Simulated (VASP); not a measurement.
# TiAl3 (I4/mmm) in VASP: a series of runs

Aim: see how the results for TiAl3 move with the level of theory and the settings. Levels: PBEsol, LDA. Tasks: single point.

Program: VASP 6.6.1. These are calculated values, not measurements. Logs are shortened: lines on timing, memory, paths and dates and some standing lists are left out, and cuts for length are marked.

## 1. The cell of the first run

The structure is tetragonal, space group I4/mmm (No. 139). Conventional cell: a = 3.744 Å, b = 3.744 Å, c = 8.387 Å, α = 90.00°, β = 90.00°, γ = 90.00°. Ti (site symmetry 4/mmm) has 12 Al at 2.65 to 2.81 Å within 3.5 Å. Al (site symmetry -4m2) has 8 Al at 2.65 to 2.81 Å and 4 Ti at 2.81 Å within 3.5 Å. Within 3.5 Å of Al (site symmetry 4/mmm) lie 4 Ti at 2.65 Å and 8 Al at 2.81 Å.

## 2. Single point, PBEsol (volume scaled by 0.94)

INCAR reads:

```
  PREC = Accurate
  ENCUT = 520
  EDIFF = 1E-6
  ISMEAR = -1
  SIGMA = 0.05
  LREAL = F
  LASPH = T
  NELM = 80
  ALGO = Fast
  ISIF = 2
  LWAVE = F
  LCHARG = T
  GGA = PS
  LELF = T
  LVHAR = T
  NBANDS = 18
```

KPOINTS reads:

```
regular mesh
0
Gamma
  10 10 10
```

POSCAR reads:

```
TiAl3
1.0
   -1.8720936454      1.8720936454      4.1932836873
    1.8720936454     -1.8720936454      4.1932836873
    1.8720936454      1.8720936454     -4.1932836873
Ti Al
1 3
Direct
    0.0000000000      0.0000000000      0.0000000000
    0.2500000000      0.7500000000      0.5000000000
    0.7500000000      0.2500000000      0.5000000000
    0.5000000000      0.5000000000      0.0000000000
```

Potentials or basis: VASP PAW PBE potentials, release 64 (Ti_sv, Al).

Run with:

```bash
$ cat potpaw_PBE.64/Ti_sv/POTCAR potpaw_PBE.64/Al/POTCAR > POTCAR
$ mpirun -np 1 vasp_std > vasp.out
```

OUTCAR:

```text
PREC = Accurate
   ENCUT = 520
   EDIFF = 1E-6
   ISMEAR = -1
   LREAL = F
   LASPH = T
   NELM = 80
   ISIF = 2
   GGA = PS

 ion  position               nearest neighbor table
   1  0.000  0.000  0.000-   4 2.65   4 2.65   4 2.65   4 2.65   3 2.81   2 2.81   3 2.81   2 2.81
                             3 2.81   3 2.81   2 2.81   2 2.81
   2  0.250  0.750  0.500-   3 2.65   3 2.65   3 2.65   3 2.65   4 2.81   1 2.81   4 2.81   4 2.81
                             1 2.81   1 2.81   4 2.81   1 2.81
   3  0.750  0.250  0.500-   2 2.65   2 2.65   2 2.65   2 2.65   4 2.81   1 2.81   4 2.81   1 2.81
                             4 2.81   4 2.81   1 2.81   1 2.81
   4  0.500  0.500  0.000-   1 2.65   1 2.65   1 2.65   1 2.65   3 2.81   2 2.81   3 2.81   3 2.81
                             2 2.81   2 2.81   3 2.81   2 2.81

  LATTYP: Found a body centered tetragonal cell.
 ALAT       =     3.7441872908
 C/A-ratio  =     2.2398899209

  Lattice vectors:

 A1 = (  -1.8720936454,   1.8720936454,   4.1932836873)
 A2 = (   1.8720936454,  -1.8720936454,   4.1932836873)
 A3 = (   1.8720936454,   1.8720936454,  -4.1932836873)

Analysis of symmetry for initial positions (statically):
=====================================================================
 Subroutine PRICEL returns:
 Original cell was already a primitive cell.

 Routine SETGRP: Setting up the symmetry group for a
 body centered tetragonal supercell.

 Subroutine GETGRP returns: Found 16 space group operations
 (whereof 16 operations were pure point group operations)
 out of a pool of 16 trial point group operations.

The static configuration has the point symmetry D_4h.

Analysis of symmetry for dynamics (positions and initial velocities):
=====================================================================
 Subroutine PRICEL returns:
 Original cell was already a primitive cell.

 Routine SETGRP: Setting up the symmetry group for a
 body centered tetragonal supercell.

 Subroutine GETGRP returns: Found 16 space group operations
 (whereof 16 operations were pure point group operations)
 out of a pool of 16 trial point group operations.

The dynamic configuration has the point symmetry D_4h.

 Subroutine INISYM returns: Found 16 space group operations
 (whereof 16 operations are pure point group operations),
 and found     1 'primitive' translations

----------------------------------------------------------------------------------------

                                     Primitive cell

  volume of cell :      58.7854

  direct lattice vectors                    reciprocal lattice vectors
    -1.872093645  1.872093645  4.193283687     0.000000000  0.267080657  0.119238296
     1.872093645 -1.872093645  4.193283687     0.267080657  0.000000000  0.119238296
     1.872093645  1.872093645 -4.193283687     0.267080657  0.267080657  0.000000000

  length of vectors
     4.959142801  4.959142801  4.959142801     0.292489057  0.292489057  0.377709087

  position of ions in fractional coordinates (direct lattice)
     0.000000000  0.000000000  0.000000000
     0.250000000  0.750000000  0.500000000
     0.750000000  0.250000000  0.500000000
     0.500000000  0.500000000  0.000000000

  ion indices of the primitive-cell ions
   primitive index   ion index
                 1           1
                 2           2
                 3           3
                 4           4

----------------------------------------------------------------------------------------

 KPOINTS: regular mesh

Automatic generation of k-mesh.
 Grid dimensions read from file:
 generate k-points for:   10   10   10

 Generating k-lattice:

  Cartesian coordinates                     Fractional coordinates (reciprocal lattice)
     0.000000000  0.026708066  0.011923830     0.100000000  0.000000000 -0.000000000
     0.026708066  0.000000000  0.011923830     0.000000000  0.100000000 -0.000000000
     0.026708066  0.026708066  0.000000000     0.000000000  0.000000000  0.100000000

  Length of vectors
     0.029248906  0.029248906  0.037770909

  Shift w.r.t. Gamma in fractional coordinates (k-lattice)
     0.000000000  0.000000000  0.000000000

 Subroutine IBZKPT returns following result:
 ===========================================

 Found    102 irreducible k-points:

 Following reciprocal coordinates:
            Coordinates               Weight
  0.000000  0.000000  0.000000      1.000000
  0.100000  0.000000 -0.000000      8.000000
  0.200000  0.000000 -0.000000      8.000000
  0.300000 -0.000000  0.000000      8.000000
  0.400000  0.000000  0.000000      8.000000
  0.500000  0.000000  0.000000      4.000000
[... 16 lines left out ...]
  0.300000  0.300000  0.000000      8.000000
  0.400000  0.300000  0.000000     16.000000
 [... further k-points ...]
   k-points           NKPTS =    102   k-points in BZ     NKDIM =    102   number of bands    NBANDS=     18
   number of dos      NEDOS =    301   number of ions     NIONS =      4
   total plane-waves  NPLWV =  64000
   dimension x,y,z NGX =    40 NGY =   40 NGZ =   40
   dimension x,y,z NGXF=    80 NGYF=   80 NGZF=   80
   ions per type =               1   3
   NGX,Y,Z   is equivalent  to a cutoff of  13.41, 13.41, 13.41 a.u.
   NGXF,Y,Z  is equivalent  to a cutoff of  26.82, 26.82, 26.82 a.u.
 SYSTEM =  unknown system
   PREC   = accura    normal or accurate (medium, high low for compatibility)
   ISTART =      0    job   : 0-new  1-cont  2-samecut
   ICHARG =      2    charge: 1-file 2-atom 10-const
   ISPIN  =      1    spin polarized calculation?
   LNONCOLLINEAR =      F non collinear calculations
   LSORBIT =      F    spin-orbit coupling
   LASPH  =      T    aspherical Exc in radial PAW
   ENCUT  =  520.0 eV  38.22 Ry    6.18 a.u.   9.22  9.22  9.22*2*pi/ulx,y,z
   NELM   =     80;   NELMIN=  2; NELMDL= -5     # of ELM steps
   EDIFF  = 0.1E-05   stopping-criterion for ELM
   LREAL  =      F    real-space projection
   EDIFFG = 0.1E-04   stopping-criterion for IOM
   NSW    =      0    number of steps for IOM
   IBRION =     -1    ionic relax: 0-MD 1-quasi-New 2-CG
   NFREE  =      0    steps in history (QN), initial steepest desc. (CG)
   ISIF   =      2    stress and relaxation
   ISYM   =      2    0-nonsym 1-usesym 2-fastsym
   POTIM  = 0.5000    time-step for ionic-motion
   TEBEG  =    0.0;   TEEND  =   0.0 temperature during run
   PSTRESS=    0.0 pullay stress
   NELECT =      21.0000    total number of electrons
   NUPDOWN=      -1.0000    fix difference up-down
   EMIN   =  10.00;   EMAX   =-10.00  energy-range for DOS
   EFERMI =   0.00;   METHOD = LEGACY
   ISMEAR =    -1;   SIGMA  =   0.05  broadening in eV -4-tet -1-fermi 0-gaus
   EFERMI_NEDOS =   21; number of points for ismear=-14 and -15
   IALGO  =     68    algorithm
   IMIX   =      4    mixing-type and parameters
     AMIX     =   0.40;   BMIX     =  1.00
     AMIX_MAG =   1.60;   BMIX_MAG =  1.00
  volume/ion in A,a.u.               =      14.70        99.18
  Fermi-wavevector in a.u.,A,eV,Ry     =   1.161604  2.195113 18.358669  1.349324
  Thomas-Fermi vector in A             =   2.298174
   LORBIT       =      0    0 simple, 1 ext, 2 COOP (PROOUT), +10 PAW based schemes
   GGA     = PS    functional components
   LHFCALC =     F    Hartree Fock is set to
   AEXX    =    0.0000 exact exchange contribution
   IVDW    =     0    specifies the selected vdW correction
   LEPSILON=     F    determine dielectric tensor
   LRPA    =     F    only Hartree local field effects (RPA)
 non-spin polarized calculation
 RMM-DIIS sequential band-by-band and
  energy-cutoff  :      520.00
  volume of cell :       58.79
 maximum number of plane-waves:      1598
 NGX is ok and might be reduce to    40
   NGX = 19   NGY = 19   NGZ = 19

 number of electron      21.0000001 magnetization

 Free energy of the ion-electron system (eV)
  ---------------------------------------------------
  ext. energy  EPLUGINS =         0.00000000
  ---------------------------------------------------
  free energy    TOTEN  =       -22.15842528 eV

  energy without entropy =      -22.14563775  energy(sigma->0) =      -22.15203151

 E-fermi :   8.9207     XC(G=0): -11.1310

 val. band max:        8.9194731564   @ k =  -0.3000  -0.3000   0.2000
 cond. band min:       8.9360322408   @ k =   0.2000   0.0000  -0.0000
 fundamental gap:      0.0165590844
 Fermi energy:         8.9206532217

 k-point     1 :       0.0000    0.0000    0.0000
  band No.  band energies     occupation
      1     -47.0974      2.00000
      2     -23.5354      2.00000
      3     -23.5354      2.00000
      4     -23.4557      2.00000
      5      -1.5152      2.00000
      6       6.0052      2.00000
[... 10 lines left out ...]
     17      13.0697      0.00000
     18      13.1068      0.00000

 k-point     2 :       0.1000    0.0000   -0.0000
  band No.  band energies     occupation
      1     -47.0972      2.00000
      2     -23.5391      2.00000
      3     -23.5352      2.00000
      4     -23.4556      2.00000
      5      -1.3840      2.00000
      6       5.5073      2.00000
[... 10 lines left out ...]
     17      13.1362      0.00000
     18      13.7547      0.00000

 k-point     3 :       0.2000    0.0000   -0.0000
  band No.  band energies     occupation
      1     -47.0967      2.00000
      2     -23.5486      2.00000
      3     -23.5346      2.00000
      4     -23.4552      2.00000
      5      -0.9946      2.00000
      6       4.9014      2.00000
[... 10 lines left out ...]
     17      13.3964      0.00000
     18      15.0023      0.00000

 k-point     4 :       0.3000   -0.0000    0.0000
  band No.  band energies     occupation
      1     -47.0961      2.00000
      2     -23.5604      2.00000
      3     -23.5338      2.00000
      4     -23.4547      2.00000
      5      -0.3601      2.00000
      6       3.9724      2.00000
[... 375 lines left out ...]
      4     -23.4539      2.00000
      5      -0.6519      2.00000
      6       5.7085      2.00000
[... 10 lines left out ...]
     17      13.3232      0.00000
     18      15.2860      0.00000

 k-point    23 :       0.3000    0.3000    0.0000
  band No.  band energies     occupation
      1     -47.0949      2.00000
      2     -23.5581      2.00000
      3     -23.5570      2.00000
      4     -23.4532      2.00000
      5       1.0524      2.00000
      6       3.6729      2.00000
[... 10 lines left out ...]
     17      14.9699      0.00000
     18      15.4152      0.00000

 k-point    24 :       0.4000    0.3000    0.0000
  band No.  band energies     occupation
      1     -47.0944      2.00000
      2     -23.5666      2.00000
      3     -23.5564      2.00000
      4     -23.4523      2.00000
      5       1.9072      2.00000
      6       3.0547      2.00000
[... 10 lines left out ...]
     17      14.1507      0.00000
     18      15.3714      0.00000

 [... further k-points ...]

------------------------ aborting loop because EDIFF is reached ----------------------------------------

  FORCE on cell =-STRESS in cart. coord.  units (eV):
  Direction    XX          YY          ZZ          XY          YZ          ZX
  --------------------------------------------------------------------------------------
  -------------------------------------------------------------------------------------
  Total        2.7020641      2.7020641      2.5544070      0.0000000      0.0000000      0.0000000
  in kB       73.6439116     73.6439116     69.6195646      0.0000000      0.0000000      0.0000000
  external PRESSURE =      72.3024626 kB  Pullay stress =       0.0000000 kB

 VOLUME and BASIS-vectors are now :
 -----------------------------------------------------------------------------
  energy-cutoff  :      520.00
  volume of cell :       58.79
      direct lattice vectors                 reciprocal lattice vectors
    -1.872093645  1.872093645  4.193283687     0.000000000  0.267080657  0.119238296
     1.872093645 -1.872093645  4.193283687     0.267080657  0.000000000  0.119238296
     1.872093645  1.872093645 -4.193283687     0.267080657  0.267080657  0.000000000

 POSITION                                       TOTAL-FORCE (eV/Angst)
 -----------------------------------------------------------------------------------
      0.00000      0.00000      0.00000        -0.000000      0.000000     -0.000000
      1.87209     -0.00000      2.09664        -0.000000     -0.000000     -0.000000
     -0.00000      1.87209      2.09664         0.000000     -0.000000      0.000000
      0.00000      0.00000      4.19328        -0.000000      0.000000     -0.000000
 -----------------------------------------------------------------------------------
    total drift:                               -0.000000     -0.000000      0.000000

  FREE ENERGIE OF THE ION-ELECTRON SYSTEM (eV)
  ---------------------------------------------------
  free  energy   TOTEN  =       -22.1584252774 eV

  energy  without entropy=      -22.1456377491  energy(sigma->0) =      -22.15203151
```

Run time: 6.1 min. Hardware: 1 thread of Intel Xeon Platinum 8488C (Sapphire Rapids), shared host; peak memory 0.3 GiB.

What came out:

| Item | Value |
| --- | --- |
| Free energy | -22.1584 eV |
| Pressure | 7.2 GPa |

Caveat: the PAW data sets were made with another functional, which shifts forces and pressure a little.

## 3. Single point, LDA (volume scaled by 0.96)

INCAR reads:

```
  PREC = Accurate
  ENCUT = 520
  EDIFF = 1E-6
  ISMEAR = -1
  SIGMA = 0.05
  LREAL = F
  LASPH = T
  NELM = 80
  ALGO = Normal
  ISIF = 2
  LWAVE = F
  LCHARG = F
  NBANDS = 18
```

KPOINTS reads:

```
Automatic mesh
0
Gamma
  10 10 10
```

POSCAR reads:

```
TiAl3
1.0
   -1.8852778379      1.8852778379      4.2228148271
    1.8852778379     -1.8852778379      4.2228148271
    1.8852778379      1.8852778379     -4.2228148271
Ti Al
1 3
Direct
    0.0000000000      0.0000000000      0.0000000000
    0.2500000000      0.7500000000      0.5000000000
    0.7500000000      0.2500000000      0.5000000000
    0.5000000000      0.5000000000      0.0000000000
```

Potentials or basis: VASP PAW LDA potentials, release 64 (Ti_sv, Al).

Run with:

```bash
$ cat potpaw_LDA.64/Ti_sv/POTCAR potpaw_LDA.64/Al/POTCAR > POTCAR
$ mpirun -np 1 vasp_std > vasp.out
```

It took 2.2 min on 1 thread of Intel Xeon Platinum 8488C (Sapphire Rapids), shared host; peak memory 0.26 GiB.

It converged, with:

- Free energy: -22.7994 eV
- Pressure: 1.2 GPa

Stress tensor (GPa, compression positive):
```
1.10 0.00 0.00
0.00 1.10 0.00
0.00 0.00 1.27
```

Levels at points of the mesh, in eV from the Fermi level:
| k point | band 9 | band 10 | band 11 | band 12 | band 13 | band 14 |
| --- | --- | --- | --- | --- | --- | --- |
| (0.00, 0.00, 0.00) | -1.26 | -1.26 | 0.87 | 1.88 | 1.88 | 2.33 |
| (0.50, 0.00, 0.00) | -1.08 | -0.28 | 0.52 | 1.88 | 2.19 | 2.85 |
| (0.50, 0.50, 0.00) | -2.67 | -2.20 | -1.03 | 1.87 | 2.01 | 2.82 |
| (0.50, 0.50, 0.50) | -0.87 | -0.24 | 0.72 | 0.72 | 1.00 | 3.18 |
